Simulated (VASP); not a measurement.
Ga2GeSe2:

```xyz
5
Lattice="4.3830 0.0000 0.0000 -2.1915 3.7958 0.0000 0.0000 0.0000 7.6135" Properties=species:S:1:pos:R:3 pbc="T T T"
Ga    0.0000    2.5305    2.0435
Ga    2.1915    1.2653    5.5701
Ge    0.0000    0.0000    0.0000
Se    0.0000    2.5305    4.8597
Se    2.1915    1.2653    2.7538
```

The cell was generated, and may not be a known phase.

```yaml
Program: VASP 6.6.1
Task: relaxation of cell and atoms
Functional: PBE
Potentials_or_basis: VASP PAW PBE potentials, release 64 (Ga_d, Ge_d, Se)
Cutoff: 600 eV
k_mesh: 6 × 6 × 2
Occupations: gaussian, width 0.1 eV
Spin: no spin polarisation
```

At the start: pressure -1.7 GPa; volume 25.33 Å³/atom.

How do energy, volume and symmetry change on relaxing?

Over 32 steps the energy falls by 369.6 meV/atom and the volume is 23.07 Å³/atom (-8.9 %); space group P-3m1 (No. 164, to 0.1 Å) before and after.

The path:
```tsv
step	energy change (eV)	largest force (eV/Å)	pressure (GPa)	volume (Å³)
1	0.0000	0.7256	-1.72	126.66
2	-0.0972	0.8913	-0.51	121.74
3	-0.2092	1.3180	3.75	110.48
4	-0.2436	1.3404	3.95	109.83
5	-0.3509	1.3998	4.58	107.87
6	-0.5736	1.4298	6.09	104.00
7	-0.8815	0.8376	10.06	96.37
8	-1.0376	0.4941	9.08	96.79
9	-1.2646	0.6013	6.73	97.96
10	-1.2656	0.7636	6.49	98.11
11	-1.3666	0.6823	4.91	100.06
12	-1.5579	0.6315	1.07	106.10
13	-1.5317	0.5836	-3.81	118.87
14	-1.6055	0.6037	-1.68	112.05
15	-1.6627	0.4728	-1.36	111.91
16	-1.7670	0.2358	-0.06	111.38
17	-1.7771	0.4401	0.75	111.08
18	-1.8083	0.2654	0.12	112.22
19	-1.8290	0.1554	-0.89	114.05
20	-1.8393	0.1037	-0.09	112.70
21	-1.8397	0.0910	0.14	112.35
22	-1.8408	0.0668	0.15	112.55
23	-1.8422	0.0497	0.23	112.94
24	-1.8425	0.1483	0.34	113.70
25	-1.8428	0.1102	0.29	113.41
26	-1.8434	0.1033	0.18	113.71
27	-1.8443	0.0827	-0.09	114.59
28	-1.8443	0.0746	-0.22	114.95
29	-1.8449	0.0657	-0.21	114.99
30	-1.8463	0.0407	-0.15	115.13
31	-1.8471	0.0768	-0.05	115.39
32	-1.8480	0.0308	0.14	115.37
```

Final structure:
```
Ga Ge Se
1.0
     3.69346    0.00000    0.00000
    -1.84673    3.19863    0.00000
     0.00000    0.00000    9.76542
Ga Ge Se
2 1 2
Cartesian
  0.0000 2.1324 1.9634
  1.8467 1.0662 7.8020
  0.0000 0.0000 0.0000
  0.0000 2.1324 6.4991
  1.8467 1.0662 3.2663
```

Caveat: the k points lie up to 0.33 Å⁻¹ apart in the final cell, too coarse for converged energies and pressures of a metal; a cell axis changed by over 15 % at a fixed basis, so the end point is rough; this functional lacks dispersion, which binds layers or chains, so the pressure and a relaxed spacing across them are unreliable.
